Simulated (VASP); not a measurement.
# Ta (P6_3/mmc) in VASP: a series of runs, part 2 of 3

VASP 6.6.1. Earlier steps stand in the parts before.

## 3. Single point, r2SCAN (strain -0.0500 x Voigt [1, 1, 0, 0, 0, 0])

The input, POSCAR:

```
Ta
1.0
    2.7435891801      0.0000000000      0.0000000000
   -1.3717945900      2.3760179275      0.0000000000
    0.0000000000      0.0000000000      5.1181138697
Ta
2
Direct
    0.6666666667      0.3333333333      0.7500000000
    0.3333333333      0.6666666667      0.2500000000
```

The input, INCAR.step1:

```
SYSTEM = Ta
PREC     = Accurate       ! precision mode
ENCUT    = 520            ! plane-wave cutoff, eV
ISMEAR   = 0              ! smearing method
SIGMA    = 0.15           ! smearing width, eV
LREAL    = .FALSE.        ! projectors in reciprocal space
LASPH    = .TRUE.         ! aspherical terms in the spheres
NELM     = 80             ! most SCF steps
NBANDS   = 18             ! bands
GGA      = PE             ! functional
ALGO     = Normal         ! electronic algorithm
EDIFF    = 1E-4           ! SCF threshold, eV
LWAVE    = .TRUE.         ! write WAVECAR
LCHARG   = .FALSE.        ! write CHGCAR
```

The input, INCAR.step2:

```
SYSTEM = Ta
PREC     = Accurate       ! precision mode
ENCUT    = 520            ! plane-wave cutoff, eV
EDIFF    = 1E-7           ! SCF threshold, eV
ISMEAR   = 0              ! smearing method
SIGMA    = 0.15           ! smearing width, eV
LREAL    = .FALSE.        ! projectors in reciprocal space
LASPH    = .TRUE.         ! aspherical terms in the spheres
NELM     = 80             ! most SCF steps
ALGO     = Normal         ! electronic algorithm
ISIF     = 2              ! what is computed and relaxed
LWAVE    = .FALSE.        ! write WAVECAR
LCHARG   = .FALSE.        ! write CHGCAR
METAGGA  = R2SCAN         ! meta-GGA
LMIXTAU  = .TRUE.       
NBANDS   = 18             ! bands
ISTART   = 1
```

The input, KPOINTS:

```
regular mesh
0
G
  24 24 12
  0 0 0
```

Potentials or basis: VASP PAW PBE potentials, release 64 (Ta_pv).

On the command line:

```console
$ cat potpaw_PBE.64/Ta_pv/POTCAR > POTCAR
$ cp INCAR.step1 INCAR
$ mpirun -np 1 vasp_std > vasp.out
$ cp INCAR.step2 INCAR
$ mpirun -np 1 vasp_std > vasp.out
```

OUTCAR:

```text
SYSTEM = Ta
   PREC = Accurate
   ENCUT = 520
   EDIFF = 1E-7
   ISMEAR = 0
   LREAL = .FALSE.
   LASPH = .TRUE.
   NELM = 80
   ISIF = 2
   METAGGA = R2SCAN
   ISTART = 1

 ion  position               nearest neighbor table
   1  0.667  0.333  0.750-   2 3.01   2 3.01   2 3.01   2 3.01   2 3.01   2 3.01
   2  0.333  0.667  0.250-   1 3.01   1 3.01   1 3.01   1 3.01   1 3.01   1 3.01

  LATTYP: Found a hexagonal cell.
 ALAT       =     2.7435891801
 C/A-ratio  =     1.8654811394

  Lattice vectors:

 A1 = (   2.7435891801,   0.0000000000,   0.0000000000)
 A2 = (  -1.3717945900,   2.3760179275,   0.0000000000)
 A3 = (   0.0000000000,   0.0000000000,   5.1181138697)

Analysis of symmetry for initial positions (statically):
=====================================================================
 Subroutine PRICEL returns:
 Original cell was already a primitive cell.

 Routine SETGRP: Setting up the symmetry group for a
 hexagonal supercell.

 Subroutine GETGRP returns: Found 24 space group operations
 (whereof 12 operations were pure point group operations)
 out of a pool of 24 trial point group operations.

The static configuration has the point symmetry D_3d.
 The point group associated with its full space group is D_6h.

Analysis of symmetry for dynamics (positions and initial velocities):
=====================================================================
 Subroutine PRICEL returns:
 Original cell was already a primitive cell.

 Routine SETGRP: Setting up the symmetry group for a
 hexagonal supercell.

 Subroutine GETGRP returns: Found 24 space group operations
 (whereof 12 operations were pure point group operations)
 out of a pool of 24 trial point group operations.

The dynamic configuration has the point symmetry D_3d.
 The point group associated with its full space group is D_6h.

 Subroutine INISYM returns: Found 24 space group operations
 (whereof 12 operations are pure point group operations),
 and found     1 'primitive' translations

[... 111 lines left out ...]
   IALGO  =     38    algorithm
   IMIX   =      4    mixing-type and parameters
     AMIX     =   0.40;   BMIX     =  1.00
     AMIX_MAG =   1.60;   BMIX_MAG =  1.00
  volume/ion in A,a.u.               =      16.68       112.58
  Fermi-wavevector in a.u.,A,eV,Ry     =   1.424917  2.692702 27.625101  2.030388
  Thomas-Fermi vector in A             =   2.545357
   LORBIT       =      0    0 simple, 1 ext, 2 COOP (PROOUT), +10 PAW based schemes
   METAGGA = R2SCAN    functional components
   LHFCALC =     F    Hartree Fock is set to
   AEXX    =    0.0000 exact exchange contribution
   IVDW    =     0    specifies the selected vdW correction
   LEPSILON=     F    determine dielectric tensor
   LRPA    =     F    only Hartree local field effects (RPA)
 non-spin polarized calculation
 Gauss-broadening in eV      SIGMA  =   0.15
  energy-cutoff  :      520.00
  volume of cell :       33.36
 maximum number of plane-waves:       915
   NGX = 11   NGY = 11   NGZ = 19

 number of electron      22.0000005 magnetization

 Free energy of the ion-electron system (eV)
  ---------------------------------------------------
  ext. energy  EPLUGINS =         0.00000000
  ---------------------------------------------------
  free energy    TOTEN  =       -96.23125149 eV

  energy without entropy =      -96.20603989  energy(sigma->0) =      -96.21864569

 E-fermi :   6.4364     XC(G=0): -14.1904

 val. band max:        6.4357494003   @ k =   0.2500   0.0000   0.4167
 cond. band min:       6.4393237558   @ k =   0.4167   0.0417   0.0833
 fundamental gap:      0.0035743555
 Fermi energy:         6.4364314212

 k-point     1 :       0.0000    0.0000    0.0000
  band No.  band energies     occupation
      1     -29.2934      2.00000
      2     -28.1585      2.00000
      3     -27.8063      2.00000
      4     -27.8063      2.00000
      5     -27.7129      2.00000
      6     -27.7129      2.00000
[... 481 lines left out ...]
      5     -28.2684      2.00000
      6     -28.0966      2.00000
[... 10 lines left out ...]
     17      15.1818      0.00000
     18      15.9204      0.00000

 [... further k-points ...]

------------------------ aborting loop because EDIFF is reached ----------------------------------------

  FORCE on cell =-STRESS in cart. coord.  units (eV):
  Direction    XX          YY          ZZ          XY          YZ          ZX
  --------------------------------------------------------------------------------------
  -------------------------------------------------------------------------------------
  Total        6.6422789      6.6422789      3.1106718      0.0000000      0.0000000      0.0000000
  in kB      318.9693460    318.9693460    149.3777898      0.0000000      0.0000000      0.0000000
  external PRESSURE =     262.4388272 kB  Pullay stress =       0.0000000 kB

 VOLUME and BASIS-vectors are now :
 -----------------------------------------------------------------------------
  energy-cutoff  :      520.00
  volume of cell :       33.36
      direct lattice vectors                 reciprocal lattice vectors
     2.743589180  0.000000000  0.000000000     0.364486056  0.210436123  0.000000000
    -1.371794590  2.376017927  0.000000000     0.000000000  0.420872245  0.000000000
     0.000000000  0.000000000  5.118113870     0.000000000  0.000000000  0.195384477

 POSITION                                       TOTAL-FORCE (eV/Angst)
 -----------------------------------------------------------------------------------
      1.37179      0.79201      3.83859         0.000000     -0.000000      0.000000
     -0.00000      1.58401      1.27953        -0.000000      0.000000      0.000000
 -----------------------------------------------------------------------------------
    total drift:                                0.000000     -0.000000      0.000000

  FREE ENERGIE OF THE ION-ELECTRON SYSTEM (eV)
  ---------------------------------------------------
  free  energy   TOTEN  =       -96.2312514879 eV

  energy  without entropy=      -96.2060398896  energy(sigma->0) =      -96.21864569
```

OUTCAR.step1:

```text
SYSTEM = Ta
   PREC = Accurate
   ENCUT = 520
   ISMEAR = 0
   LREAL = .FALSE.
   LASPH = .TRUE.
[... 728 lines left out ...]
      1.37179      0.79201      3.83859         0.000000      0.000000      0.000000
     -0.00000      1.58401      1.27953        -0.000000     -0.000000      0.000000
 -----------------------------------------------------------------------------------
    total drift:                                0.000000     -0.000000      0.000000

  FREE ENERGIE OF THE ION-ELECTRON SYSTEM (eV)
  ---------------------------------------------------
  free  energy   TOTEN  =       -22.6866088399 eV

  energy  without entropy=      -22.6600197277  energy(sigma->0) =      -22.67331428
```

OSZICAR.step1:

```text
N       E                     dE             d eps       ncg     rms          rms(c)
DAV:   1     0.174124013138E+03    0.17412E+03   -0.12896E+04 15380   0.129E+03
DAV:   2    -0.191187334858E+02   -0.19324E+03   -0.18985E+03 18798   0.364E+02
DAV:   3    -0.234082845352E+02   -0.42896E+01   -0.42345E+01 18000   0.512E+01
DAV:   4    -0.234362192441E+02   -0.27935E-01   -0.27897E-01 17442   0.434E+00
DAV:   5    -0.234364110829E+02   -0.19184E-03   -0.19183E-03 17108   0.337E-01    0.220E+01
DAV:   6    -0.228835475854E+02    0.55286E+00   -0.50199E-01 16958   0.660E+00    0.114E+01
DAV:   7    -0.226889562653E+02    0.19459E+00   -0.52230E-01 17324   0.641E+00    0.500E-01
DAV:   8    -0.226865933128E+02    0.23630E-02   -0.11275E-02 16836   0.965E-01    0.160E-01
DAV:   9    -0.226866088399E+02   -0.15527E-04   -0.20609E-04 16336   0.122E-01
   1 F= -.22686609E+02 E0= -.22673314E+02  d E =-.265891E-01
```

Wall time 21 min (1 thread of Intel Xeon 8259CL, shared host); peak memory 0.32 GiB.

What came out:

* Free energy: -96.2313 eV
* Pressure: 26.2 GPa
* Band gap on the k mesh: zero (bands 11 and 12 overlap by 3.04 eV)

Stress tensor (GPa, compression positive):
```
31.90  0.00  0.00
 0.00 31.90  0.00
 0.00  0.00 14.94
```

Caveat: the cell differs from its parent crystal (strain -0.0500 x Voigt [1, 1, 0, 0, 0, 0]); the stress differs along the axes, from 15 to 32 GPa; the PAW data sets were made with another functional, which shifts forces and pressure a little; spin-orbit coupling is left out, which moves the levels of the heavy elements.

(Continued in part 3 of 3.)
